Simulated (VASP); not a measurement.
# CoPtO2 (R-3m) in VASP: further runs

CoPtO2 is run at these levels: PBEsol; tasks: single point.

All numbers are computed with VASP 6.6.1; they aren't measurements. Logs are shortened: lines on timing, memory, paths and dates and some standing lists are left out, and cuts for length are marked.

**1. The cell of the first run**

It takes space group R-3m (No. 166, trigonal). Conventional cell: a = 2.825 Å, b = 2.825 Å, c = 17.818 Å, α = 90.00°, β = 90.00°, γ = 120.00°. Within 2.6 Å of Pt (site symmetry -3m) lie 2 O at 2.00 Å. Co (site symmetry -3m) has 6 O at 1.90 Å within 2.5 Å. Within 2.5 Å of O (site symmetry 3m) lie 3 Co at 1.90 Å and 1 Pt at 2.00 Å.

**2. Single point, PBEsol, collinear spin, ferromagnetic start**

INCAR reads:

```
SYSTEM = CoPtO2
PREC = Accurate
ENCUT = 520
EDIFF = 1E-7
ISMEAR = -1
SIGMA = 0.05
LREAL = .FALSE.
LASPH = .TRUE.
NELM = 150
ALGO = Normal
ISIF = 2
LWAVE = .FALSE.
LCHARG = .TRUE.
ISPIN = 2
MAGMOM = 0 2 0 0
LORBIT = 11
LMAXMIX = 4
GGA = PS
LELF = .TRUE.
LVHAR = .TRUE.
NBANDS = 28
```

KPOINTS reads:

```
regular mesh
0
G
  11 11 11
  0 0 0
```

POSCAR reads:

```
CoPtO2
1.0
    1.4122699173      0.8153744169      5.9393891094
   -1.4122699173      0.8153744169      5.9393891094
    0.0000000000     -1.6307488338      5.9393891094
Pt Co O
1 1 2
Direct
    0.0000000000      0.0000000000      0.0000000000
    0.5000000000      0.5000000000      0.5000000000
    0.1122440300      0.1122440300      0.1122440300
    0.8877559700      0.8877559700      0.8877559700
```

Potentials or basis: VASP PAW PBE potentials, release 64 (Pt, Co, O).

Run with:

```console
$ cat potpaw_PBE.64/Pt/POTCAR potpaw_PBE.64/Co/POTCAR potpaw_PBE.64/O/POTCAR > POTCAR
$ mpirun -np 1 vasp_std > vasp.out
```

OUTCAR:

```text
SYSTEM = CoPtO2
   PREC = Accurate
   ENCUT = 520
   EDIFF = 1E-7
   ISMEAR = -1
   LREAL = .FALSE.
   LASPH = .TRUE.
   NELM = 150
   ISIF = 2
   ISPIN = 2
   LORBIT = 11
   GGA = PS

 ion  position               nearest neighbor table
   1  0.000  0.000  0.000-   3 2.00   4 2.00
   2  0.500  0.500  0.500-   3 1.90   4 1.90   3 1.90   3 1.90   4 1.90   4 1.90
   3  0.112  0.112  0.112-   2 1.90   2 1.90   2 1.90   1 2.00
   4  0.888  0.888  0.888-   2 1.90   2 1.90   2 1.90   1 2.00

  LATTYP: Found a trigonal (rhomboedric) cell.
 ALAT       =     6.1591951383
 COS(alpha) =     0.8948480128

  Lattice vectors:

 A1 = (   1.4122699173,   0.8153744169,   5.9393891094)
 A2 = (  -1.4122699173,   0.8153744169,   5.9393891094)
 A3 = (   0.0000000000,  -1.6307488338,   5.9393891094)

Analysis of symmetry for initial positions (statically):
=====================================================================
 Subroutine PRICEL returns:
 Original cell was already a primitive cell.

 Routine SETGRP: Setting up the symmetry group for a
 trigonal (rhombohedral) supercell.

 Subroutine GETGRP returns: Found 12 space group operations
 (whereof 12 operations were pure point group operations)
 out of a pool of 12 trial point group operations.

The static configuration has the point symmetry D_3d.

Analysis of symmetry for dynamics (positions and initial velocities):
=====================================================================
 Subroutine PRICEL returns:
 Original cell was already a primitive cell.

 Routine SETGRP: Setting up the symmetry group for a
 trigonal (rhombohedral) supercell.

 Subroutine GETGRP returns: Found 12 space group operations
 (whereof 12 operations were pure point group operations)
 out of a pool of 12 trial point group operations.

The dynamic configuration has the point symmetry D_3d.

Analysis of structural, dynamic, and magnetic symmetry:
=====================================================================
 Subroutine PRICEL returns:
 Original cell was already a primitive cell.

 Routine SETGRP: Setting up the symmetry group for a
 trigonal (rhombohedral) supercell.

 Subroutine GETGRP returns: Found 12 space group operations
 (whereof 12 operations were pure point group operations)
 out of a pool of 12 trial point group operations.

The overall configuration has the point symmetry D_3d.

 Subroutine INISYM returns: Found 12 space group operations
 (whereof 12 operations are pure point group operations),
 and found     1 'primitive' translations

----------------------------------------------------------------------------------------

                                     Primitive cell

  volume of cell :      41.0363

  direct lattice vectors                    reciprocal lattice vectors
     1.412269917  0.815374417  5.939389109     0.354039971  0.204405072  0.056122495
    -1.412269917  0.815374417  5.939389109    -0.354039971  0.204405072  0.056122495
     0.000000000 -1.630748834  5.939389109     0.000000000 -0.408810145  0.056122495

  length of vectors
     6.159195138  6.159195138  6.159195138     0.412644482  0.412644482  0.412644482

  position of ions in fractional coordinates (direct lattice)
     0.000000000  0.000000000  0.000000000
     0.500000000  0.500000000  0.500000000
     0.112244030  0.112244030  0.112244030
     0.887755970  0.887755970  0.887755970

  ion indices of the primitive-cell ions
   primitive index   ion index
                 1           1
                 2           2
                 3           3
                 4           4

----------------------------------------------------------------------------------------

 KPOINTS: regular mesh

Automatic generation of k-mesh.
 Grid dimensions read from file:
 generate k-points for:   11   11   11

 Generating k-lattice:

  Cartesian coordinates                     Fractional coordinates (reciprocal lattice)
     0.032185452  0.018582279  0.005102045     0.090909091  0.000000000  0.000000000
    -0.032185452  0.018582279  0.005102045     0.000000000  0.090909091  0.000000000
     0.000000000 -0.037164559  0.005102045     0.000000000  0.000000000  0.090909091

  Length of vectors
     0.037513135  0.037513135  0.037513135

  Shift w.r.t. Gamma in fractional coordinates (k-lattice)
     0.000000000  0.000000000  0.000000000

 Subroutine IBZKPT returns following result:
 ===========================================

 Found    146 irreducible k-points:

 Following reciprocal coordinates:
            Coordinates               Weight
  0.000000  0.000000  0.000000      1.000000
  0.090909 -0.000000  0.000000      6.000000
  0.181818 -0.000000 -0.000000      6.000000
  0.272727 -0.000000  0.000000      6.000000
  0.363636  0.000000 -0.000000      6.000000
  0.454545 -0.000000  0.000000      6.000000
[... 16 lines left out ...]
 -0.272727  0.181818 -0.000000     12.000000
 -0.181818  0.181818  0.000000      6.000000
 [... further k-points ...]
   k-points           NKPTS =    146   k-points in BZ     NKDIM =    146   number of bands    NBANDS=     28
   number of dos      NEDOS =    301   number of ions     NIONS =      4
   total plane-waves  NPLWV = 110592
   dimension x,y,z NGX =    48 NGY =   48 NGZ =   48
   dimension x,y,z NGXF=    96 NGYF=   96 NGZF=   96
   ions per type =               1   1   2
   NGX,Y,Z   is equivalent  to a cutoff of  12.96, 12.96, 12.96 a.u.
   NGXF,Y,Z  is equivalent  to a cutoff of  25.91, 25.91, 25.91 a.u.
 SYSTEM =  CoPtO2
   PREC   = accura    normal or accurate (medium, high low for compatibility)
   ISTART =      0    job   : 0-new  1-cont  2-samecut
   ICHARG =      2    charge: 1-file 2-atom 10-const
   ISPIN  =      2    spin polarized calculation?
   LNONCOLLINEAR =      F non collinear calculations
   LSORBIT =      F    spin-orbit coupling
   LASPH  =      T    aspherical Exc in radial PAW
   ENCUT  =  520.0 eV  38.22 Ry    6.18 a.u.  11.45 11.45 11.45*2*pi/ulx,y,z
   NELM   =    150;   NELMIN=  2; NELMDL= -5     # of ELM steps
   EDIFF  = 0.1E-06   stopping-criterion for ELM
   LREAL  =      F    real-space projection
   EDIFFG = 0.1E-05   stopping-criterion for IOM
   NSW    =      0    number of steps for IOM
   IBRION =     -1    ionic relax: 0-MD 1-quasi-New 2-CG
   NFREE  =      0    steps in history (QN), initial steepest desc. (CG)
   ISIF   =      2    stress and relaxation
   ISYM   =      2    0-nonsym 1-usesym 2-fastsym
   POTIM  = 0.5000    time-step for ionic-motion
   TEBEG  =    0.0;   TEEND  =   0.0 temperature during run
   PSTRESS=    0.0 pullay stress
   NELECT =      31.0000    total number of electrons
   NUPDOWN=      -1.0000    fix difference up-down
   EMIN   =  10.00;   EMAX   =-10.00  energy-range for DOS
   EFERMI =   0.00;   METHOD = LEGACY
   ISMEAR =    -1;   SIGMA  =   0.05  broadening in eV -4-tet -1-fermi 0-gaus
   EFERMI_NEDOS =   21; number of points for ismear=-14 and -15
   IALGO  =     38    algorithm
   IMIX   =      4    mixing-type and parameters
     AMIX     =   0.40;   BMIX     =  1.00
     AMIX_MAG =   1.60;   BMIX_MAG =  1.00
  volume/ion in A,a.u.               =      10.26        69.23
  Fermi-wavevector in a.u.,A,eV,Ry     =   1.490983  2.817550 30.246177  2.223031
  Thomas-Fermi vector in A             =   2.603696
   LORBIT       =     11    0 simple, 1 ext, 2 COOP (PROOUT), +10 PAW based schemes
   GGA     = PS    functional components
   LHFCALC =     F    Hartree Fock is set to
   AEXX    =    0.0000 exact exchange contribution
   IVDW    =     0    specifies the selected vdW correction
   LEPSILON=     F    determine dielectric tensor
   LRPA    =     F    only Hartree local field effects (RPA)
 spin polarized calculation
  energy-cutoff  :      520.00
  volume of cell :       41.04
 maximum number of plane-waves:      1120
 NGX is ok and might be reduce to    48
   NGX = 23   NGY = 23   NGZ = 23

 number of electron      30.9999999 magnetization      -0.0001133

 number of electron      30.9999999 magnetization       0.0000149

 Free energy of the ion-electron system (eV)
  ---------------------------------------------------
  ext. energy  EPLUGINS =         0.00000000
  ---------------------------------------------------
  free energy    TOTEN  =       -28.75749662 eV

  energy without entropy =      -28.75229763  energy(sigma->0) =      -28.75489713

 E-fermi :   8.6131     XC(G=0): -12.9318

 val. band max:        8.5523007441   @ k =  -0.3636  -0.3636   0.0909
 cond. band min:       8.6709679092   @ k =   0.4545   0.4545   0.0000
 fundamental gap:      0.1186671651
 Fermi energy:         8.6130709998

 spin component 1

 k-point     1 :       0.0000    0.0000    0.0000
  band No.  band energies     occupation
      1     -12.9927      1.00000
      2     -11.0524      1.00000
      3      -1.1708      1.00000
      4       1.4793      1.00000
      5       2.0112      1.00000
      6       2.0112      1.00000
[... 19 lines left out ...]
     26      26.7745      0.00000
     27      30.0041      0.00000

 k-point     2 :       0.0909   -0.0000    0.0000
  band No.  band energies     occupation
      1     -12.8953      1.00000
      2     -11.0434      1.00000
      3      -1.0460      1.00000
      4       1.7036      1.00000
      5       1.7376      1.00000
      6       2.0568      1.00000
[... 19 lines left out ...]
     26      26.3234      0.00000
     27      28.7482      0.00000

 k-point     3 :       0.1818   -0.0000   -0.0000
  band No.  band energies     occupation
      1     -12.6215      1.00000
      2     -11.0223      1.00000
      3      -0.7137      1.00000
      4       1.2258      1.00000
      5       2.1798      1.00000
      6       2.2452      1.00000
[... 594 lines left out ...]
      1     -11.7049      1.00000
      2     -10.9669      1.00000
      3       0.0990      1.00000
      4       0.6836      1.00000
      5       1.5411      1.00000
      6       2.1839      1.00000
[... 19 lines left out ...]
     26      25.2658      0.00000
     27      26.2771      0.00000

 k-point    24 :      -0.1818    0.1818    0.0000
  band No.  band energies     occupation
      1     -12.0537      1.00000
      2     -10.9655      1.00000
      3      -0.1759      1.00000
      4       0.7898      1.00000
      5       1.8473      1.00000
      6       2.3627      1.00000
[... 19 lines left out ...]
     26      26.1757      0.00000
     27      26.5671      0.00000

 [... further k-points ...]

 spin component 2

 k-point     1 :       0.0000    0.0000    0.0000
  band No.  band energies     occupation
      1     -12.9927      1.00000
      2     -11.0525      1.00000
      3      -1.1708      1.00000
      4       1.4794      1.00000
      5       2.0111      1.00000
      6       2.0111      1.00000
[... 19 lines left out ...]
     26      26.7745      0.00000
     27      30.0041      0.00000

 k-point     2 :       0.0909   -0.0000    0.0000
  band No.  band energies     occupation
      1     -12.8953      1.00000
      2     -11.0434      1.00000
      3      -1.0460      1.00000
      4       1.7036      1.00000
      5       1.7376      1.00000
      6       2.0567      1.00000
[... 19 lines left out ...]
     26      26.3235      0.00000
     27      28.7483      0.00000

 k-point     3 :       0.1818   -0.0000   -0.0000
  band No.  band energies     occupation
      1     -12.6215      1.00000
      2     -11.0223      1.00000
      3      -0.7137      1.00000
      4       1.2258      1.00000
      5       2.1797      1.00000
      6       2.2452      1.00000
[... 594 lines left out ...]
      1     -11.7049      1.00000
      2     -10.9669      1.00000
      3       0.0990      1.00000
      4       0.6836      1.00000
      5       1.5411      1.00000
      6       2.1839      1.00000
[... 19 lines left out ...]
     26      25.2658      0.00000
     27      26.2772      0.00000

 k-point    24 :      -0.1818    0.1818    0.0000
  band No.  band energies     occupation
      1     -12.0537      1.00000
      2     -10.9655      1.00000
      3      -0.1759      1.00000
      4       0.7898      1.00000
      5       1.8473      1.00000
      6       2.3627      1.00000
[... 19 lines left out ...]
     26      26.1757      0.00000
     27      26.5671      0.00000

 [... further k-points ...]

 [bands above 27 left out]

------------------------ aborting loop because EDIFF is reached ----------------------------------------

  FORCE on cell =-STRESS in cart. coord.  units (eV):
  Direction    XX          YY          ZZ          XY          YZ          ZX
  --------------------------------------------------------------------------------------
  -------------------------------------------------------------------------------------
  Total       -1.0216740     -1.0216740     -1.4722427     -0.0000000      0.0000000      0.0000000
  in kB      -39.8891808    -39.8891808    -57.4807170     -0.0000000      0.0000000      0.0000000
  external PRESSURE =     -45.7530262 kB  Pullay stress =       0.0000000 kB

 VOLUME and BASIS-vectors are now :
 -----------------------------------------------------------------------------
  energy-cutoff  :      520.00
  volume of cell :       41.04
      direct lattice vectors                 reciprocal lattice vectors
     1.412269917  0.815374417  5.939389109     0.354039971  0.204405072  0.056122495
    -1.412269917  0.815374417  5.939389109    -0.354039971  0.204405072  0.056122495
     0.000000000 -1.630748834  5.939389109     0.000000000 -0.408810145  0.056122495

 POSITION                                       TOTAL-FORCE (eV/Angst)
 -----------------------------------------------------------------------------------
      0.00000      0.00000      0.00000        -0.000000      0.000000      0.000000
      0.00000      0.00000      8.90908         0.000000     -0.000000      0.000000
      0.00000      0.00000      1.99998         0.000000      0.000000     -0.005463
      0.00000      0.00000     15.81818         0.000000      0.000000      0.005463
 -----------------------------------------------------------------------------------
    total drift:                                0.000000      0.000000     -0.000000

  FREE ENERGIE OF THE ION-ELECTRON SYSTEM (eV)
  ---------------------------------------------------
  free  energy   TOTEN  =       -28.7574966218 eV

  energy  without entropy=      -28.7522976315  energy(sigma->0) =      -28.75489713

 total charge

# of ion       s       p       d       tot
------------------------------------------
    1        0.646   0.574   8.002   9.221
    2        0.435   0.674   7.373   8.482
    3        1.551   3.435   0.000   4.986
    4        1.551   3.435   0.000   4.986
--------------------------------------------------
tot          4.183   8.117  15.375  27.675

 magnetization (x)

# of ion       s       p       d       tot
------------------------------------------
    1       -0.000   0.000   0.000   0.000
    2        0.000   0.000  -0.000  -0.000
    3       -0.000   0.000   0.000  -0.000
    4       -0.000   0.000   0.000  -0.000
--------------------------------------------------
tot         -0.000   0.000  -0.000  -0.000
```

Run time: 42 min. Hardware: 1 thread of Oxide Virtual Turin-like, shared host; peak memory 0.56 GiB.

Results:

| Property | Result |
| --- | --- |
| Free energy | -28.7575 eV |
| Pressure | -4.6 GPa |
| Largest force | 0.005 eV/Å |
| Net moment | 0.00 μB per cell |
| Valence electrons inside the program's atomic spheres | Pt 9.22; Co 8.48; O 4.99 |

Forces on the atoms (eV/Å):
```
Pt   0.000  0.000  0.000
Co   0.000  0.000  0.000
O    0.000  0.000 -0.005
O    0.000  0.000  0.005
```

Caveat: the starting moments collapsed, and a magnetic state may lie lower; the PAW data sets were made with another functional, which shifts forces and pressure a little; spin-orbit coupling is left out, which moves the levels of the heavy elements; semilocal functionals often make such compounds metallic where correlation or magnetic order opens a gap, which also shifts bond lengths. With open d or f shells a metallic result of PBEsol can be an artefact of self-interaction; +U or a hybrid may open a gap.

[end of part 1 of 2]
